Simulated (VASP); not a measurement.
A run of VASP 6.6.1 is set up as follows.

INCAR

```
SYSTEM = SnTe
  PREC = Accurate
  ENCUT = 520
  EDIFF = 1E-7
  ISMEAR = -1
  SIGMA = 0.1
  LREAL = .FALSE.
  LASPH = .TRUE.
  NELM = 80
  ALGO = Normal
  ISIF = 2
  LWAVE = .FALSE.
  LCHARG = .FALSE.
  GGA = PS
  NBANDS = 17
```

File KPOINTS:

```
regular mesh
0
G
  12 12 12
  0 0 0
```

File POSCAR:

```
SnTe
1.0
    0.0000000000      3.1705867622      3.1705867622
    3.1705867622      0.0000000000      3.1705867622
    3.1705867622      3.1705867622      0.0000000000
Sn Te
1 1
Direct
    0.0000000000      0.0000000000      0.0000000000
    0.2500000000      0.2500000000      0.2500000000
```

Potentials or basis: VASP PAW PBE potentials, release 64 (Sn_d, Te).

Run with:

```bash
$ cat potpaw_PBE.64/Sn_d/POTCAR potpaw_PBE.64/Te/POTCAR > POTCAR
$ mpirun -np 1 vasp_std > vasp.out
```

Task: Predict the pressure.

Result: 16.1 GPa.

Task: Estimate the band gap on the k mesh.

Result: Zero (band 10 reaches 7.74 eV, above the bottom of band 11 at 6.15 eV).

Caveat: the PAW data sets were made with another functional, which shifts forces and pressure a little; spin-orbit coupling is left out, which moves the levels of the heavy elements.
